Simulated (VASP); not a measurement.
# SrTiO3 in VASP: further runs

SrTiO3 is run at these levels: PBEsol; tasks: single point.

Everything below comes from runs of VASP 6.6.1. Logs are shortened: lines on timing, memory, paths and dates and some standing lists are left out, and cuts for length are marked.

## (1) The cell of the first run

The structure is tetragonal, space group P4/mmm (No. 123). The conventional cell has a = 3.736 Å, b = 3.736 Å, c = 3.891 Å, α = 90.00°, β = 90.00°, γ = 90.00°. Sr (site symmetry 4/mmm) has 12 O at 2.64 to 2.70 Å and 8 Ti at 3.28 Å within 3.5 Å. Ti (site symmetry 4/mmm) has 6 O at 1.87 to 1.95 Å within 2.5 Å. O (site symmetry mmm) has 2 Ti at 1.87 Å within 2.5 Å. Within 2.6 Å of O (site symmetry 4/mmm) lie 2 Ti at 1.95 Å.

## (2) Single point, PBEsol

INCAR

```
SYSTEM = SrTiO3
PREC     = Accurate       ! precision mode
ENCUT    = 520            ! plane-wave cutoff, eV
EDIFF    = 1E-6           ! SCF threshold, eV
ISMEAR   = 0              ! smearing method
SIGMA    = 0.05           ! smearing width, eV
LREAL    = .False.        ! projectors in reciprocal space
LASPH    = .True.         ! aspherical terms in the spheres
NELM     = 60             ! most SCF steps
ALGO     = Normal         ! electronic algorithm
ISIF     = 2              ! what is computed and relaxed
LWAVE    = .False.        ! write WAVECAR
LCHARG   = .False.        ! write CHGCAR
GGA      = PS             ! functional
NBANDS   = 28             ! bands
```

KPOINTS

```
regular mesh
0
Gamma
  8 8 8
  0 0 0
```

POSCAR

```
SrTiO3
1.0
    3.7357262784      0.0000000000      0.0000000000
    0.0000000000      3.7357262784      0.0000000000
    0.0000000000      0.0000000000      3.8913815400
Sr Ti O
1 1 3
Direct
    0.0000000000      0.0000000000      0.0000000000
    0.5000000000      0.5000000000      0.5000000000
    0.0000000000      0.5000000000      0.5000000000
    0.5000000000      0.0000000000      0.5000000000
    0.5000000000      0.5000000000      0.0000000000
```

Potentials or basis: VASP PAW PBE potentials, release 64 (Sr_sv, Ti_sv, O).

The run is started by

```sh
> cat potpaw_PBE.64/Sr_sv/POTCAR potpaw_PBE.64/Ti_sv/POTCAR potpaw_PBE.64/O/POTCAR > POTCAR
> mpirun -np 1 vasp_std > vasp.out
```

OUTCAR:

```text
SYSTEM = SrTiO3
   PREC = Accurate
   ENCUT = 520
   EDIFF = 1E-6
   ISMEAR = 0
   LREAL = .False.
   LASPH = .True.
   NELM = 60
   ISIF = 2
   GGA = PS

 ion  position               nearest neighbor table
   1  0.000  0.000  0.000-   5 2.64   5 2.64   5 2.64   5 2.64   4 2.70   3 2.70   4 2.70   3 2.70
                             4 2.70   3 2.70   4 2.70   3 2.70   2 3.28   2 3.28   2 3.28   2 3.28
   2  0.500  0.500  0.500-   3 1.87   4 1.87   4 1.87   3 1.87   5 1.95   5 1.95   1 3.28   1 3.28
                             1 3.28   1 3.28   1 3.28   1 3.28   1 3.28   1 3.28
   3  0.000  0.500  0.500-   2 1.87   2 1.87   1 2.70   1 2.70   1 2.70   1 2.70
   4  0.500  0.000  0.500-   2 1.87   2 1.87   1 2.70   1 2.70   1 2.70   1 2.70
   5  0.500  0.500  0.000-   2 1.95   2 1.95   1 2.64   1 2.64   1 2.64   1 2.64

  LATTYP: Found a simple tetragonal cell.
 ALAT       =     3.7357262784
 C/A-ratio  =     1.0416666667

  Lattice vectors:

 A1 = (   3.7357262784,   0.0000000000,   0.0000000000)
 A2 = (   0.0000000000,   3.7357262784,   0.0000000000)
 A3 = (   0.0000000000,   0.0000000000,   3.8913815400)

Analysis of symmetry for initial positions (statically):
=====================================================================
 Subroutine PRICEL returns:
 Original cell was already a primitive cell.

 Routine SETGRP: Setting up the symmetry group for a
 simple tetragonal supercell.

 Subroutine GETGRP returns: Found 16 space group operations
 (whereof 16 operations were pure point group operations)
 out of a pool of 16 trial point group operations.

The static configuration has the point symmetry D_4h.

Analysis of symmetry for dynamics (positions and initial velocities):
=====================================================================
 Subroutine PRICEL returns:
 Original cell was already a primitive cell.

 Routine SETGRP: Setting up the symmetry group for a
 simple tetragonal supercell.

 Subroutine GETGRP returns: Found 16 space group operations
 (whereof 16 operations were pure point group operations)
 out of a pool of 16 trial point group operations.

The dynamic configuration has the point symmetry D_4h.

 Subroutine INISYM returns: Found 16 space group operations
 (whereof 16 operations are pure point group operations),
 and found     1 'primitive' translations

----------------------------------------------------------------------------------------

                                     Primitive cell

  volume of cell :      54.3068

  direct lattice vectors                    reciprocal lattice vectors
     3.735726278  0.000000000  0.000000000     0.267685565  0.000000000  0.000000000
     0.000000000  3.735726278  0.000000000     0.000000000  0.267685565  0.000000000
     0.000000000  0.000000000  3.891381540     0.000000000  0.000000000  0.256978143

  length of vectors
     3.735726278  3.735726278  3.891381540     0.267685565  0.267685565  0.256978143

  position of ions in fractional coordinates (direct lattice)
     0.000000000  0.000000000  0.000000000
     0.500000000  0.500000000  0.500000000
     0.000000000  0.500000000  0.500000000
     0.500000000  0.000000000  0.500000000
     0.500000000  0.500000000  0.000000000

  ion indices of the primitive-cell ions
   primitive index   ion index
                 1           1
                 2           2
                 3           3
                 4           4
                 5           5

----------------------------------------------------------------------------------------

 KPOINTS: regular mesh

Automatic generation of k-mesh.
 Grid dimensions read from file:
 generate k-points for:    8    8    8

 Generating k-lattice:

  Cartesian coordinates                     Fractional coordinates (reciprocal lattice)
     0.033460696  0.000000000  0.000000000     0.125000000  0.000000000  0.000000000
     0.000000000  0.033460696  0.000000000     0.000000000  0.125000000  0.000000000
     0.000000000  0.000000000  0.032122268     0.000000000  0.000000000  0.125000000

  Length of vectors
     0.033460696  0.033460696  0.032122268

  Shift w.r.t. Gamma in fractional coordinates (k-lattice)
     0.000000000  0.000000000  0.000000000

 Subroutine IBZKPT returns following result:
 ===========================================

 Found     75 irreducible k-points:

 Following reciprocal coordinates:
            Coordinates               Weight
  0.000000  0.000000  0.000000      1.000000
  0.125000  0.000000  0.000000      4.000000
  0.250000  0.000000  0.000000      4.000000
  0.375000  0.000000  0.000000      4.000000
  0.500000  0.000000  0.000000      2.000000
  0.125000  0.125000  0.000000      4.000000
[... 16 lines left out ...]
  0.375000  0.125000  0.125000     16.000000
  0.500000  0.125000  0.125000      8.000000
 [... further k-points ...]
   k-points           NKPTS =     75   k-points in BZ     NKDIM =     75   number of bands    NBANDS=     28
   number of dos      NEDOS =    301   number of ions     NIONS =      5
   total plane-waves  NPLWV =  23520
   dimension x,y,z NGX =    28 NGY =   28 NGZ =   30
   dimension x,y,z NGXF=    56 NGYF=   56 NGZF=   60
   ions per type =               1   1   3
   NGX,Y,Z   is equivalent  to a cutoff of  12.46, 12.46, 12.82 a.u.
   NGXF,Y,Z  is equivalent  to a cutoff of  24.92, 24.92, 25.63 a.u.
 SYSTEM =  SrTiO3
   PREC   = accura    normal or accurate (medium, high low for compatibility)
   ISTART =      0    job   : 0-new  1-cont  2-samecut
   ICHARG =      2    charge: 1-file 2-atom 10-const
   ISPIN  =      1    spin polarized calculation?
   LNONCOLLINEAR =      F non collinear calculations
   LSORBIT =      F    spin-orbit coupling
   LASPH  =      T    aspherical Exc in radial PAW
   ENCUT  =  520.0 eV  38.22 Ry    6.18 a.u.   6.95  6.95  7.24*2*pi/ulx,y,z
   NELM   =     60;   NELMIN=  2; NELMDL= -5     # of ELM steps
   EDIFF  = 0.1E-05   stopping-criterion for ELM
   LREAL  =      F    real-space projection
[... 7 lines left out ...]
   TEBEG  =    0.0;   TEEND  =   0.0 temperature during run
   PSTRESS=    0.0 pullay stress
   NELECT =      40.0000    total number of electrons
   NUPDOWN=      -1.0000    fix difference up-down
   EMIN   =  10.00;   EMAX   =-10.00  energy-range for DOS
   EFERMI =   0.00;   METHOD = LEGACY
   ISMEAR =     0;   SIGMA  =   0.05  broadening in eV -4-tet -1-fermi 0-gaus
   EFERMI_NEDOS =   21; number of points for ismear=-14 and -15
   IALGO  =     38    algorithm
   IMIX   =      4    mixing-type and parameters
     AMIX     =   0.40;   BMIX     =  1.00
     AMIX_MAG =   1.60;   BMIX_MAG =  1.00
  volume/ion in A,a.u.               =      10.86        73.30
  Fermi-wavevector in a.u.,A,eV,Ry     =   1.478462  2.793888 29.740297  2.185850
  Thomas-Fermi vector in A             =   2.592740
   LORBIT       =      0    0 simple, 1 ext, 2 COOP (PROOUT), +10 PAW based schemes
   GGA     = PS    functional components
   LHFCALC =     F    Hartree Fock is set to
   AEXX    =    0.0000 exact exchange contribution
   IVDW    =     0    specifies the selected vdW correction
   LEPSILON=     F    determine dielectric tensor
   LRPA    =     F    only Hartree local field effects (RPA)
 non-spin polarized calculation
 Gauss-broadening in eV      SIGMA  =   0.05
  energy-cutoff  :      520.00
  volume of cell :       54.31
 maximum number of plane-waves:      1492
 NGX is ok and might be reduce to    28
   NGX = 13   NGY = 13   NGZ = 15

 number of electron      39.9999987 magnetization

 Free energy of the ion-electron system (eV)
  ---------------------------------------------------
  ext. energy  EPLUGINS =         0.00000000
  ---------------------------------------------------
  free energy    TOTEN  =       -41.68043114 eV

  energy without entropy =      -41.68043114  energy(sigma->0) =      -41.68043114

 E-fermi :   5.1504     XC(G=0): -12.0367

 val. band max:        4.8960404978   @ k =   0.5000   0.5000   0.5000
 cond. band min:       6.7429448670   @ k =   0.0000   0.0000   0.0000
 fundamental gap:      1.8469043692
 Fermi energy:         5.1504246733

 k-point     1 :       0.0000    0.0000    0.0000
  band No.  band energies     occupation
      1     -50.9944      2.00000
      2     -27.5719      2.00000
      3     -27.4532      2.00000
      4     -27.4532      2.00000
      5     -27.3907      2.00000
      6     -12.9092      2.00000
[... 20 lines left out ...]
     27      10.3967      0.00000
     28      11.7284      0.00000

 k-point     2 :       0.1250    0.0000    0.0000
  band No.  band energies     occupation
      1     -50.9939      2.00000
      2     -27.5999      2.00000
      3     -27.4524      2.00000
      4     -27.4382      2.00000
      5     -27.3898      2.00000
      6     -12.9015      2.00000
[... 20 lines left out ...]
     27      10.7325      0.00000
     28      12.1374      0.00000

 k-point     3 :       0.2500    0.0000    0.0000
  band No.  band energies     occupation
      1     -50.9928      2.00000
      2     -27.6573      2.00000
      3     -27.4503      2.00000
      4     -27.4116      2.00000
      5     -27.3877      2.00000
      6     -12.9730      2.00000
[... 20 lines left out ...]
     27      11.5972      0.00000
     28      13.2254      0.00000

 k-point     4 :       0.3750    0.0000    0.0000
  band No.  band energies     occupation
      1     -50.9916      2.00000
      2     -27.7089      2.00000
      3     -27.4482      2.00000
      4     -27.3899      2.00000
      5     -27.3855      2.00000
      6     -13.1136      2.00000
[... 578 lines left out ...]
     27      11.9577      0.00000
     28      13.0573      0.00000

 k-point    23 :       0.3750    0.1250    0.1250
  band No.  band energies     occupation
      1     -50.9909      2.00000
      2     -27.6838      2.00000
      3     -27.4718      2.00000
      4     -27.4174      2.00000
      5     -27.3811      2.00000
      6     -12.9204      2.00000
[... 20 lines left out ...]
     27      12.7397      0.00000
     28      13.5107      0.00000

 k-point    24 :       0.5000    0.1250    0.1250
  band No.  band energies     occupation
      1     -50.9904      2.00000
      2     -27.7013      2.00000
      3     -27.4668      2.00000
      4     -27.4009      2.00000
      5     -27.3962      2.00000
      6     -12.9678      2.00000
[... 20 lines left out ...]
     27      12.9951      0.00000
     28      13.6724      0.00000

 [... further k-points ...]
[... 5 lines left out ...]
  --------------------------------------------------------------------------------------
  -------------------------------------------------------------------------------------
  Total        8.1922852      8.1922852      3.5078499      0.0000000      0.0000000      0.0000000
  in kB      241.6916988    241.6916988    103.4898310      0.0000000      0.0000000      0.0000000
  external PRESSURE =     195.6244095 kB  Pullay stress =       0.0000000 kB

 VOLUME and BASIS-vectors are now :
 -----------------------------------------------------------------------------
  energy-cutoff  :      520.00
  volume of cell :       54.31
      direct lattice vectors                 reciprocal lattice vectors
     3.735726278  0.000000000  0.000000000     0.267685565  0.000000000  0.000000000
     0.000000000  3.735726278  0.000000000     0.000000000  0.267685565  0.000000000
     0.000000000  0.000000000  3.891381540     0.000000000  0.000000000  0.256978143

 POSITION                                       TOTAL-FORCE (eV/Angst)
 -----------------------------------------------------------------------------------
      0.00000      0.00000      0.00000         0.000000      0.000000      0.000000
      1.86786      1.86786      1.94569         0.000000      0.000000      0.000000
      0.00000      1.86786      1.94569         0.000000      0.000000      0.000000
      1.86786      0.00000      1.94569         0.000000      0.000000      0.000000
      1.86786      1.86786      0.00000         0.000000      0.000000      0.000000
 -----------------------------------------------------------------------------------
    total drift:                                0.000000      0.000000      0.000000

  FREE ENERGIE OF THE ION-ELECTRON SYSTEM (eV)
  ---------------------------------------------------
  free  energy   TOTEN  =       -41.6804311362 eV

  energy  without entropy=      -41.6804311362  energy(sigma->0) =      -41.68043114
```

Run time: 2.9 min. Hardware: 1 thread of Intel Xeon Platinum 8259CL at 2.50GHz (Skylake/Cascade Lake), shared host; peak memory 0.24 GiB.

What came out:

```yaml
Free_energy: -41.6804 eV
Pressure: 19.6 GPa
Band_gap_on_the_k_mesh: 1.85 eV, indirect (least direct gap 2.19 eV)
```

Caveat: the PAW data sets were made with another functional, which shifts forces and pressure a little. Expect the measured gap to be larger: semilocal functionals such as PBEsol lack the derivative discontinuity.

## (3) Single point, PBEsol

This run uses another cell than the first one, of 11.16 Å³/atom, 1.028 times its volume.

INCAR

```
PREC     = Accurate       # precision mode
ENCUT    = 520            # plane-wave cutoff, eV
EDIFF    = 1E-6           # SCF threshold, eV
ISMEAR   = 0              # smearing method
SIGMA    = 0.05           # smearing width, eV
LREAL    = F              # projectors in reciprocal space
LASPH    = T              # aspherical terms in the spheres
NELM     = 60             # most SCF steps
ALGO     = Normal         # electronic algorithm
ISIF     = 2              # what is computed and relaxed
LWAVE    = F              # write WAVECAR
LCHARG   = F              # write CHGCAR
GGA      = PS             # functional
NBANDS   = 28             # bands
```

KPOINTS

```
regular mesh
0
Gamma
  8 8 8
```

Edit POSCAR of step 2 so:

```diff
@@ -2,4 +2,4 @@
 1.0
-    3.7357262784      0.0000000000      0.0000000000
-    0.0000000000      3.7357262784      0.0000000000
+    3.7874816529      0.0000000000      0.0000000000
+    0.0000000000      3.7874816529      0.0000000000
     0.0000000000      0.0000000000      3.8913815400
```

Potentials or basis: VASP PAW PBE potentials, release 64 (Sr_sv, Ti_sv, O).

The run is started by

```sh
> cat potpaw_PBE.64/Sr_sv/POTCAR potpaw_PBE.64/Ti_sv/POTCAR potpaw_PBE.64/O/POTCAR > POTCAR
> mpirun -np 1 vasp_std > vasp.out
```

Run time: 3.2 min. Hardware: 1 thread of Intel Xeon Platinum 8259CL at 2.50GHz (Skylake/Cascade Lake), shared host; peak memory 0.24 GiB.

It converged, with:

| Property | Result |
| --- | --- |
| Free energy | -41.8672 eV |
| Pressure | 12.3 GPa |
| Band gap on the k mesh | 1.84 eV, indirect (least direct gap 2.19 eV) |

Stress tensor (GPa, compression positive):
```
15.08  0.00  0.00
 0.00 15.08  0.00
 0.00  0.00  6.80
```

Levels at points of the mesh, in eV from the valence-band top:
| k point | band 18 | band 19 | band 20 | band 21 | band 22 | band 23 |
| --- | --- | --- | --- | --- | --- | --- |
| (0.00, 0.00, 0.00) | -0.39 | -0.35 | -0.35 | 1.84 | 1.84 | 1.90 |
| (0.50, 0.00, 0.00) | -2.30 | -0.79 | -0.79 | 2.07 | 4.16 | 4.17 |
| (0.50, 0.50, 0.00) | -1.60 | -1.60 | -0.09 | 4.18 | 4.18 | 4.67 |
| (0.00, 0.00, 0.50) | -2.28 | -0.74 | -0.74 | 2.08 | 3.89 | 3.89 |
| (0.50, 0.00, 0.50) | -1.76 | -1.71 | -0.21 | 3.90 | 4.18 | 4.51 |
| (0.50, 0.50, 0.50) | -0.08 | -0.08 | 0.00 | 4.80 | 4.80 | 4.95 |

Caveat: the PAW data sets were made with another functional, which shifts forces and pressure a little.

[end of part 1 of 2]
